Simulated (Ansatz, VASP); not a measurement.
Two plane-wave programs on BP

INCAR

```
SYSTEM = BP
PREC = Accurate
ENCUT = 500
EDIFF = 1E-6
ISMEAR = 0
SIGMA = 0.01
LREAL = .FALSE.
LASPH = .TRUE.
NELM = 120
ALGO = Normal
ISIF = 2
LWAVE = .FALSE.
LCHARG = .FALSE.
GGA = PS
NBANDS = 11
GGA_COMPAT = .FALSE.
```

KPOINTS

```
regular mesh
0
G
  10 10 10
  0 0 0
```

File POSCAR:

```
BP
1.0
    0.0000000000      2.2368543514      2.2368543514
    2.2368543514      0.0000000000      2.2368543514
    2.2368543514      2.2368543514      0.0000000000
B P
1 1
Direct
    0.0000000000      0.0000000000      0.0000000000
    0.2500000000      0.2500000000      0.2500000000
```

Input for Ansatz:

```yaml
crystal:
  lattice:
    - [0.0, 2.2368543514, 2.2368543514]
    - [2.2368543514, 0.0, 2.2368543514]
    - [2.2368543514, 2.2368543514, 0.0]
  atoms:
    - { symbol: B, position: [0.0, 0.0, 0.0] }
    - { symbol: P, position: [0.25, 0.25, 0.25] }
scf:
  occupations: { method: fixed }
output:
  forces: true
  stress: true
  eigenvalues: true
hamiltonian:
  xc: pbesol
basis:
  ecutwfc: 520
kpoints:
  mp_grid: { grid: [10, 10, 10] }
```

Alike in both runs: task single point; functional PBEsol; k mesh 10 × 10 × 10; no spin polarisation.

|  | VASP | Ansatz |
| --- | --- | --- |
| version | VASP 6.6.1 | Ansatz 0.2.0 |
| potentials or method | VASP PAW PBE potentials, release 64 (B, P), cutoff 500 eV | scalar-relativistic, plane waves, PAW |
| occupations | gaussian, width 0.01 eV | fixed |
| valence electrons in the cell | 8 | 8 |

```csv
,VASP,Ansatz,Ansatz less VASP
gap on the k mesh at the Fermi level (eV),1.07,1.08,+0.005
least direct gap on the mesh (eV),3.42,3.43,+0.007
pressure (GPa),5.7,5.6,-0.12
```

VASP's potentials were made for PBE, not for PBEsol.
